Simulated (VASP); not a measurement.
# Si7C (P1) in VASP: single point with PBEsol

Aim: the single point of Si7C with PBEsol.

Everything below comes from runs of VASP 6.6.1. Logs are shortened: lines on timing, memory, paths and dates and some standing lists are left out, and cuts for length are marked.

## (1) The cell of the first run

The typed cell holds 64 atoms: a = 10.327 Å, b = 10.327 Å, c = 10.327 Å, α = 90.00°, β = 90.00°, γ = 90.00°.

## (2) Single point, PBEsol

Input file INCAR:

```
PREC = Accurate
ENCUT = 520
EDIFF = 1E-6
ISMEAR = -1
SIGMA = 0.05
LREAL = Auto
LASPH = True
NELM = 100
ALGO = Normal
ISIF = 2
LWAVE = False
LCHARG = False
GGA = PS
NBANDS = 166
```

Input file KPOINTS:

```
Automatic mesh
0
Gamma
  1 1 1
  0.5 0.5 0.5
```

Input file POSCAR:

```
Si7C
1.0
   10.3268435912      0.0000000000      0.0000000000
    0.0000000000     10.3268435912      0.0000000000
    0.0000000000      0.0000000000     10.3268435912
Si C
56 8
Direct
    0.9974390000      0.9983600000      0.9989220000
    0.9708560000      0.9958450000      0.4975250000
    0.0195820000      0.5147130000      0.0192150000
    0.0152640000      0.5196710000      0.5124430000
    0.5073060000      0.9993650000      0.9985540000
    0.4947480000      0.5014160000      0.0295220000
    0.1238440000      0.1359740000      0.1337260000
    0.1192780000      0.1228160000      0.6216780000
    0.6272700000      0.1346130000      0.1354290000
    0.6135150000      0.0996330000      0.6028320000
    0.6150600000      0.6123660000      0.6069750000
    0.2693470000      0.2795080000      0.0199880000
    0.2607090000      0.2501140000      0.4997080000
    0.2313450000      0.7303290000      0.0139420000
    0.2388340000      0.7388210000      0.5129210000
    0.7553510000      0.2479700000      0.9963940000
    0.7559260000      0.2342920000      0.4833830000
    0.7273870000      0.7287520000      0.0217950000
    0.7614320000      0.7656590000      0.5091100000
    0.3869470000      0.4025720000      0.6065090000
    0.3753290000      0.8636200000      0.1241980000
    0.3857070000      0.8917040000      0.6081700000
    0.8733320000      0.3780310000      0.1355460000
    0.8779800000      0.3738500000      0.6214900000
    0.8720500000      0.8659050000      0.1340090000
    0.2547310000      0.9978030000      0.2563120000
    0.2540510000      0.0025480000      0.7526770000
    0.2537420000      0.4961870000      0.2292520000
    0.2329170000      0.5269930000      0.7240680000
    0.7622270000      0.0155730000      0.2749760000
    0.7656490000      0.9722210000      0.7240050000
    0.7262740000      0.5166770000      0.2410500000
    0.7451250000      0.4982360000      0.7511610000
    0.3925260000      0.1129150000      0.3854240000
    0.3757960000      0.1376320000      0.8822180000
    0.3870360000      0.6058600000      0.3882020000
    0.3684030000      0.6235810000      0.8769490000
    0.8709640000      0.1161400000      0.8619930000
    0.8776220000      0.6311690000      0.3677960000
    0.8770340000      0.6312360000      0.8779260000
    0.9772260000      0.2334440000      0.2796710000
    0.0047340000      0.2536530000      0.7569560000
    0.0241110000      0.7262270000      0.2289020000
    0.9958450000      0.7556090000      0.7173230000
    0.4806550000      0.2730900000      0.2428700000
    0.5004690000      0.2547510000      0.7387980000
    0.5151220000      0.7343270000      0.2472180000
    0.4973520000      0.7492830000      0.7409210000
    0.1250640000      0.3754680000      0.3732960000
    0.1364260000      0.3897470000      0.8747630000
    0.1167140000      0.8673280000      0.3734190000
    0.1209560000      0.8648270000      0.8694130000
    0.6071930000      0.3922750000      0.3839400000
    0.6185610000      0.3765610000      0.8850400000
    0.6162550000      0.8911040000      0.3915710000
    0.6339800000      0.8636430000      0.8720080000
    0.4967760000      0.9972250000      0.4932890000
    0.5040120000      0.5015660000      0.4980630000
    0.1382460000      0.6143780000      0.1273870000
    0.1163260000      0.6394720000      0.6214720000
    0.6137310000      0.6197560000      0.1301180000
    0.3749400000      0.3892660000      0.1298110000
    0.8794240000      0.8704290000      0.6138230000
    0.8708920000      0.1189330000      0.3861750000
```

Potentials or basis: VASP PAW PBE potentials, release 64 (Si, C).

Run with:

```console
$ cat potpaw_PBE.64/Si/POTCAR potpaw_PBE.64/C/POTCAR > POTCAR
$ mpirun -np 1 vasp_std > vasp.out
```

OUTCAR:

```text
PREC = Accurate
   ENCUT = 520
   EDIFF = 1E-6
   ISMEAR = -1
   LREAL = Auto
   LASPH = True
   NELM = 100
   ISIF = 2
   GGA = PS

 ion  position               nearest neighbor table
   1  0.997  0.998  0.999-  38 2.28  52 2.31  25 2.34   7 2.38
   2  0.971  0.996  0.498-  64 2.00  63 2.00  51 2.38   8 2.39
   3  0.020  0.515  0.019-  59 1.95  50 2.31  23 2.39  40 2.40  43 3.08  14 3.12
   4  0.015  0.520  0.512-  60 1.97  24 2.35  49 2.36  39 2.36  29 3.14
   5  0.507  0.999  0.999-  35 2.31  56 2.32   9 2.34  21 2.35
   6  0.495  0.501  0.030-  62 1.99  61 2.02  54 2.35  37 2.40
   7  0.124  0.136  0.134-  26 2.34  41 2.36   1 2.38  12 2.42
   8  0.119  0.123  0.622-  42 2.28  27 2.30  13 2.33   2 2.39
   9  0.627  0.135  0.135-  16 2.28   5 2.34  30 2.35  45 2.36
  10  0.614  0.100  0.603-  57 1.96  17 2.37  31 2.40  46 2.43  55 3.07
  11  0.615  0.612  0.607-  58 1.97  48 2.32  33 2.33  19 2.41
  12  0.269  0.280  0.020-  62 1.94  35 2.32  50 2.33   7 2.42  28 3.11
  13  0.261  0.250  0.500-  34 2.29  49 2.31  20 2.32   8 2.33
  14  0.231  0.730  0.014-  59 1.93  37 2.28  21 2.32  52 2.34  43 3.08   3 3.12
  15  0.239  0.739  0.513-  60 1.98  51 2.33  22 2.40  36 2.43  29 3.09
  16  0.755  0.248  0.996-  54 2.25   9 2.28  38 2.28  23 2.31
  17  0.756  0.234  0.483-  64 1.96  10 2.37  24 2.39  53 2.46  41 3.11  30 3.12
[... 33 lines left out ...]
  51  0.117  0.867  0.373-  43 2.29  26 2.30  15 2.33   2 2.38
  52  0.121  0.865  0.869-   1 2.31  27 2.32  44 2.33  14 2.34
  53  0.607  0.392  0.384-  58 1.95  32 2.31  45 2.31  17 2.46
  54  0.619  0.377  0.885-  16 2.25  33 2.28  46 2.31   6 2.35
  55  0.616  0.891  0.392-  57 1.96  30 2.32  19 2.32  47 2.44  10 3.07
  56  0.634  0.864  0.872-  48 2.28  18 2.29   5 2.32  31 2.33
  57  0.497  0.997  0.493-  55 1.96  34 1.96  10 1.96  22 1.98
  58  0.504  0.502  0.498-  20 1.94  53 1.95  11 1.97  36 1.98
  59  0.138  0.614  0.127-  14 1.93   3 1.95  43 1.96  28 2.00
  60  0.116  0.639  0.621-   4 1.97  15 1.98  29 1.98  44 1.99
  61  0.614  0.620  0.130-  32 1.95  18 1.97  47 1.97   6 2.02
  62  0.375  0.389  0.130-  12 1.94  28 1.96   6 1.99  45 2.00
  63  0.879  0.870  0.614-  31 1.94  19 1.96  44 2.00   2 2.00
  64  0.871  0.119  0.386-  30 1.93  41 1.95  17 1.96   2 2.00

  LATTYP: Found a simple cubic cell.
 ALAT       =    10.3268435912

  Lattice vectors:

 A1 = (  10.3268435912,   0.0000000000,   0.0000000000)
 A2 = (   0.0000000000,  10.3268435912,   0.0000000000)
 A3 = (   0.0000000000,   0.0000000000,  10.3268435912)

Analysis of symmetry for initial positions (statically):
=====================================================================
 Subroutine PRICEL returns:
 Original cell was already a primitive cell.

 Routine SETGRP: Setting up the symmetry group for a
 simple cubic supercell.

 Subroutine GETGRP returns: Found  1 space group operations
 (whereof  1 operations were pure point group operations)
 out of a pool of 48 trial point group operations.

The static configuration has the point symmetry C_1 .

Analysis of symmetry for dynamics (positions and initial velocities):
=====================================================================
 Subroutine PRICEL returns:
 Original cell was already a primitive cell.

 Routine SETGRP: Setting up the symmetry group for a
 simple cubic supercell.

 Subroutine GETGRP returns: Found  1 space group operations
 (whereof  1 operations were pure point group operations)
 out of a pool of 48 trial point group operations.

The dynamic configuration has the point symmetry C_1 .

 Subroutine INISYM returns: Found  1 space group operations
 (whereof  1 operations are pure point group operations),
 and found     1 'primitive' translations

----------------------------------------------------------------------------------------

                                     Primitive cell

  volume of cell :    1101.2928

[... 140 lines left out ...]

----------------------------------------------------------------------------------------

 KPOINTS: Automatic mesh

Automatic generation of k-mesh.
 Grid dimensions read from file:
 generate k-points for:    1    1    1

 Generating k-lattice:

  Cartesian coordinates                     Fractional coordinates (reciprocal lattice)
     0.096835010  0.000000000  0.000000000     1.000000000  0.000000000  0.000000000
     0.000000000  0.096835010  0.000000000     0.000000000  1.000000000  0.000000000
     0.000000000  0.000000000  0.096835010     0.000000000  0.000000000  1.000000000

  Length of vectors
     0.096835010  0.096835010  0.096835010

  Shift w.r.t. Gamma in fractional coordinates (k-lattice)
     0.500000000  0.500000000  0.500000000

 Subroutine IBZKPT returns following result:
 ===========================================

 Found      1 irreducible k-points:

 Following reciprocal coordinates:
            Coordinates               Weight
  0.500000  0.500000  0.500000      1.000000
   k-points           NKPTS =      1   k-points in BZ     NKDIM =      1   number of bands    NBANDS=    166
   number of dos      NEDOS =    301   number of ions     NIONS =     64
   total plane-waves  NPLWV = 512000
   dimension x,y,z NGX =    80 NGY =   80 NGZ =   80
   dimension x,y,z NGXF=   160 NGYF=  160 NGZF=  160
   ions per type =              56   8
   NGX,Y,Z   is equivalent  to a cutoff of  12.88, 12.88, 12.88 a.u.
   NGXF,Y,Z  is equivalent  to a cutoff of  25.76, 25.76, 25.76 a.u.
 SYSTEM =  unknown system
   PREC   = accura    normal or accurate (medium, high low for compatibility)
   ISTART =      0    job   : 0-new  1-cont  2-samecut
   ICHARG =      2    charge: 1-file 2-atom 10-const
   ISPIN  =      1    spin polarized calculation?
   LNONCOLLINEAR =      F non collinear calculations
   LSORBIT =      F    spin-orbit coupling
   LASPH  =      T    aspherical Exc in radial PAW
   ENCUT  =  520.0 eV  38.22 Ry    6.18 a.u.  19.20 19.20 19.20*2*pi/ulx,y,z
   NELM   =    100;   NELMIN=  2; NELMDL= -5     # of ELM steps
   EDIFF  = 0.1E-05   stopping-criterion for ELM
   LREAL  =      T    real-space projection
   EDIFFG = 0.1E-04   stopping-criterion for IOM
   NSW    =      0    number of steps for IOM
   IBRION =     -1    ionic relax: 0-MD 1-quasi-New 2-CG
   NFREE  =      0    steps in history (QN), initial steepest desc. (CG)
   ISIF   =      2    stress and relaxation
   ISYM   =      2    0-nonsym 1-usesym 2-fastsym
   POTIM  = 0.5000    time-step for ionic-motion
   TEBEG  =    0.0;   TEEND  =   0.0 temperature during run
   PSTRESS=    0.0 pullay stress
   NELECT =     256.0000    total number of electrons
   NUPDOWN=      -1.0000    fix difference up-down
   EMIN   =  10.00;   EMAX   =-10.00  energy-range for DOS
   EFERMI =   0.00;   METHOD = LEGACY
   ISMEAR =    -1;   SIGMA  =   0.05  broadening in eV -4-tet -1-fermi 0-gaus
   EFERMI_NEDOS =   21; number of points for ismear=-14 and -15
   IALGO  =     38    algorithm
   IMIX   =      4    mixing-type and parameters
     AMIX     =   0.40;   BMIX     =  1.00
     AMIX_MAG =   1.60;   BMIX_MAG =  1.00
  volume/ion in A,a.u.               =      17.21       116.12
  Fermi-wavevector in a.u.,A,eV,Ry     =   1.006593  1.902185 13.785823  1.013229
  Thomas-Fermi vector in A             =   2.139345
   LORBIT       =      0    0 simple, 1 ext, 2 COOP (PROOUT), +10 PAW based schemes
   GGA     = PS    functional components
   LHFCALC =     F    Hartree Fock is set to
   AEXX    =    0.0000 exact exchange contribution
   IVDW    =     0    specifies the selected vdW correction
   LEPSILON=     F    determine dielectric tensor
   LRPA    =     F    only Hartree local field effects (RPA)
 non-spin polarized calculation
  energy-cutoff  :      520.00
  volume of cell :     1101.29
 maximum number of plane-waves:     29464
 NGX is ok and might be reduce to    80
   NGX = 39   NGY = 39   NGZ = 39

 number of electron     256.0000002 magnetization

 Free energy of the ion-electron system (eV)
  ---------------------------------------------------
  ext. energy  EPLUGINS =         0.00000000
  ---------------------------------------------------
  free energy    TOTEN  =      -386.24455773 eV

  energy without entropy =     -386.24331794  energy(sigma->0) =     -386.24393784

 E-fermi :   6.8559     XC(G=0):  -9.9806

 val. band max:        6.4852037474   @ k =   0.5000   0.5000   0.5000
 cond. band min:       7.2213621856   @ k =   0.5000   0.5000   0.5000
 fundamental gap:      0.7361584382
 Fermi energy:         6.8558600887

 k-point     1 :       0.5000    0.5000    0.5000
  band No.  band energies     occupation
      1      -6.9543      2.00000
      2      -6.9229      2.00000
      3      -6.6416      2.00000
      4      -6.5669      2.00000
      5      -6.4217      2.00000
      6      -6.3828      2.00000
[... 132 lines left out ...]
    139       8.0404      0.00000
    140       8.0497      0.00000
 [bands above 140 left out]

------------------------ aborting loop because EDIFF is reached ----------------------------------------

  FORCE on cell =-STRESS in cart. coord.  units (eV):
  Direction    XX          YY          ZZ          XY          YZ          ZX
  --------------------------------------------------------------------------------------
  -------------------------------------------------------------------------------------
  Total        1.1348029      0.2823826      1.6754289      0.2549925      0.6218120     -0.5420934
  in kB        1.6509283      0.4108145      2.4374391      0.3709670      0.9046215     -0.7886457
  external PRESSURE =       1.4997273 kB  Pullay stress =       0.0000000 kB

 VOLUME and BASIS-vectors are now :
 -----------------------------------------------------------------------------
  energy-cutoff  :      520.00
  volume of cell :     1101.29
      direct lattice vectors                 reciprocal lattice vectors
    10.326843591  0.000000000  0.000000000     0.096835010  0.000000000  0.000000000
     0.000000000 10.326843591  0.000000000     0.000000000  0.096835010  0.000000000
     0.000000000  0.000000000 10.326843591     0.000000000  0.000000000  0.096835010

 POSITION                                       TOTAL-FORCE (eV/Angst)
 -----------------------------------------------------------------------------------
     10.30040     10.30991     10.31571        -0.001110     -0.008581      0.012740
     10.02588     10.28394      5.13786         0.013422     -0.002149      0.003674
      0.20222      5.31536      0.19843        -0.013027      0.007238      0.011198
      0.15763      5.36656      5.29192        -0.000346     -0.004568     -0.006573
      5.23887     10.32029     10.31191        -0.003201     -0.004121     -0.005992
      5.10919      5.17804      0.30487         0.020657     -0.004166     -0.008895
[... 56 lines left out ...]
      9.08167      8.98878      6.33885        -0.004302     -0.002253     -0.016324
      8.99357      1.22820      3.98797        -0.007385      0.022987     -0.022461
 -----------------------------------------------------------------------------------
    total drift:                               -0.001659     -0.010981     -0.013661

  FREE ENERGIE OF THE ION-ELECTRON SYSTEM (eV)
  ---------------------------------------------------
  free  energy   TOTEN  =      -386.2445577332 eV

  energy  without entropy=     -386.2433179444  energy(sigma->0) =     -386.24393784
```

Run time: 11 min. Hardware: 1 thread of Intel Xeon 8259CL, shared host; peak memory 0.96 GiB.

Results:

```yaml
Free_energy: -386.2446 eV
Pressure: 0.1 GPa
Largest_force: 0.034 eV/Å
Band_gap_on_the_k_mesh: 0.74 eV
```

Forces in eV/Å, atoms in the order of the input:
```
Si  -0.001 -0.009  0.013
Si   0.013 -0.002  0.004
Si  -0.013  0.007  0.011
Si   0.000 -0.005 -0.007
Si  -0.003 -0.004 -0.006
Si   0.021 -0.004 -0.009
Si  -0.008  0.004 -0.007
Si  -0.005  0.001 -0.006
Si  -0.001 -0.010  0.013
Si   0.019  0.004  0.010
Si   0.010  0.007  0.004
Si  -0.009 -0.020  0.001
Si   0.001 -0.009 -0.012
Si  -0.012  0.007  0.007
Si  -0.002 -0.012 -0.001
Si   0.018 -0.005 -0.012
Si   0.016  0.009 -0.004
Si  -0.002  0.001  0.003
Si   0.003 -0.009 -0.014
Si  -0.008  0.002  0.019
Si  -0.006 -0.003 -0.004
Si  -0.011  0.000  0.018
Si   0.020  0.006 -0.005
Si  -0.002 -0.001  0.006
Si   0.001  0.000  0.005
Si  -0.001 -0.003 -0.002
Si   0.004 -0.003  0.012
Si  -0.018  0.014  0.025
Si  -0.002 -0.006 -0.006
Si  -0.008 -0.003 -0.009
Si   0.004 -0.004  0.016
Si   0.002 -0.001  0.002
Si  -0.006  0.006  0.003
Si  -0.003  0.004 -0.015
Si  -0.011  0.003  0.001
Si  -0.001  0.003 -0.014
Si  -0.004 -0.001  0.001
Si  -0.009 -0.002 -0.006
Si   0.017  0.004 -0.001
Si   0.014  0.002  0.003
Si  -0.014 -0.002  0.018
Si   0.010  0.006  0.001
Si   0.012 -0.016 -0.008
Si  -0.009  0.003  0.015
Si   0.015 -0.011 -0.006
Si  -0.010 -0.003 -0.007
Si  -0.002  0.018  0.009
Si   0.006 -0.007 -0.002
Si  -0.012  0.003 -0.001
Si   0.003  0.001 -0.007
Si  -0.010 -0.011 -0.004
Si   0.003 -0.005 -0.002
Si   0.009 -0.007 -0.001
Si   0.006  0.005  0.006
Si   0.010 -0.009 -0.015
Si   0.003  0.004  0.003
C   -0.012 -0.009 -0.001
C   -0.001 -0.001 -0.002
C   -0.020  0.019 -0.006
C   -0.002  0.009 -0.006
C    0.017  0.018  0.018
C   -0.007  0.006  0.001
C   -0.004 -0.002 -0.016
C   -0.007  0.023 -0.022
```

Caveat: the k points lie up to 0.61 Å⁻¹ apart; the PAW data sets were made with another functional, which shifts forces and pressure a little; a shifted mesh leaves out Γ, where band edges can lie.
